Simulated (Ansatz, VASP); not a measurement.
Two plane-wave programs on Mn

INCAR

```
SYSTEM = Mn
PREC = Accurate
ENCUT = 500
EDIFF = 1E-6
ISMEAR = 0
SIGMA = 0.1
LREAL = .False.
LASPH = .True.
NELM = 200
ALGO = Normal
ISIF = 2
LWAVE = .False.
LCHARG = .True.
ISPIN = 2
MAGMOM = 0.76
LORBIT = 11
LMAXMIX = 4
GGA = PE
LELF = .True.
LVHAR = .True.
NBANDS = 16
GGA_COMPAT = .False.
```

The input KPOINTS:

```
Automatic mesh
0
Gamma
  8 8 8
  0 0 0
```

File POSCAR:

```
Mn
1.0
   -1.3932737400      1.3932737400      1.3932737400
    1.3932737400     -1.3932737400      1.3932737400
    1.3932737400      1.3932737400     -1.3932737400
Mn
1
Direct
    0.0000000000      0.0000000000      0.0000000000
```

Input for Ansatz:

```yaml
crystal:
  lattice:
    - [-1.39327374, 1.39327374, 1.39327374]
    - [1.39327374, -1.39327374, 1.39327374]
    - [1.39327374, 1.39327374, -1.39327374]
  atoms:
    - { symbol: Mn, position: [0.0, 0.0, 0.0], spin: 0.76 }
basis:
  ecutwfc: 420
  precision: f64
kpoints:
  mp_grid: { grid: [8, 8, 8] }
hamiltonian:
  xc: pbe
scf:
  occupations: { method: gaussian }
  lower_state_search: "off"
output:
  forces: true
  stress: true
  eigenvalues: true
  populations: true
magnetization:
  spin_polarized: true
```

Alike in both runs: task single point; functional PBE; k mesh 8 × 8 × 8; collinear spin.

|  | VASP | Ansatz |
| --- | --- | --- |
| version | VASP 6.6.1 | Ansatz 0.2.0 |
| potentials or method | VASP PAW PBE potentials, release 64 (Mn_pv), cutoff 500 eV | scalar-relativistic, plane waves, PAW |
| occupations | gaussian, width 0.1 eV | gaussian |
| valence electrons in the cell | 13 | 15 |

|  | VASP | Ansatz | Ansatz less VASP |
| --- | --- | --- | --- |
| gap on the k mesh at the Fermi level (eV) | none | none | - |
| pressure (GPa) | 0.8 | 1.0 | +0.24 |
| net moment per atom (μB) | 0.70 | 0.69 | -0.006 |
| size of the moment on the site where the two differ most (μB) | 0.70 | 0.69 | -0.008 |

Site moments also hang on the region over which each program counts them. A gap of «none» marks a metal or a gap that the smearing closes. VASP's potentials hold 13 valence electrons a cell and Ansatz's 15, so a difference there can come from the potentials and not from the codes.

The k mesh is coarse, so the values compare programs but aren't converged.
